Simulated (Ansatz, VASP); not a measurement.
## One calculation of HPt6, two programs

```
CELL_PARAMETERS angstrom
5.61433 0.00000 0.00000
-2.80716 4.86215 0.00000
0.00000 0.00000 22.61927
ATOMIC_POSITIONS crystal
Pt 0.33333 0.16667 0.17684
Pt 0.33333 0.66667 0.17684
Pt 0.83333 0.16667 0.17684
Pt 0.83333 0.66667 0.17684
Pt 0.16667 0.33333 0.27895
Pt 0.16667 0.83333 0.27895
Pt 0.66667 0.33333 0.27895
Pt 0.66667 0.83333 0.27895
Pt 0.00000 0.00000 0.38106
Pt 0.00000 0.50000 0.38106
Pt 0.50000 0.00000 0.38106
Pt 0.50000 0.50000 0.38106
H 0.21658 0.43316 0.42925
H 0.28342 0.56684 0.42925
```

Alike in both runs: task single point; functional PBE; k mesh 6 × 6 × 1; occupations gaussian, width 0.1 eV; no spin polarisation.

|  | VASP | Ansatz |
| --- | --- | --- |
| version | VASP 6.6.1 | Ansatz 0.2.0 |
| potentials or method | VASP PAW PBE potentials, release 64 (Pt, H), cutoff 520 eV | scalar-relativistic, plane waves, PAW |
| valence electrons in the cell | 122 | 218 |

Ansatz gave:

```
gap on the k mesh at the Fermi level (eV) : none
rms of the force components (eV/Å)        : 2.055
```

Task: Estimate VASP's values.

Result: gap on the k mesh at the Fermi level (eV): none; rms of the force components (eV/Å): 2.070.

Atom by atom the forces differ by 0.021 eV/Å (rms over components). A gap of «none» marks a metal or a gap that the smearing closes. With one functional, cell and mesh, what is left measures potentials, basis and numerics. VASP's potentials hold 122 valence electrons a cell and Ansatz's 218, so a difference there can come from the potentials and not from the codes.

Neither program's run includes spin-orbit coupling.
